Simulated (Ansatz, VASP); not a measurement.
## Two plane-wave programs on Al

```
CELL_PARAMETERS angstrom
0.00000 2.18236 2.18236
2.18236 0.00000 2.18236
2.18236 2.18236 0.00000
ATOMIC_POSITIONS crystal
Al 0.00000 0.00000 0.00000
```

Alike in both runs: task single point; functional PBE; k mesh 16 × 16 × 16; occupations gaussian, width 0.1 eV; no spin polarisation.

|  | VASP | Ansatz |
| --- | --- | --- |
| version | VASP 6.6.1 | Ansatz 0.2.0 |
| potentials or method | VASP PAW PBE potentials, release 64 (Al), cutoff 500 eV | scalar-relativistic, plane waves, PAW |
| valence electrons in the cell | 3 | 3 |

|  | VASP | Ansatz | Ansatz less VASP |
| --- | --- | --- | --- |
| gap on the k mesh at the Fermi level (eV) | none | none | - |
| pressure (GPa) | -10.3 | -10.3 | +0.01 |

A gap of «none» marks a metal or a gap that the smearing closes. With one functional, cell and mesh, what is left measures potentials, basis and numerics.
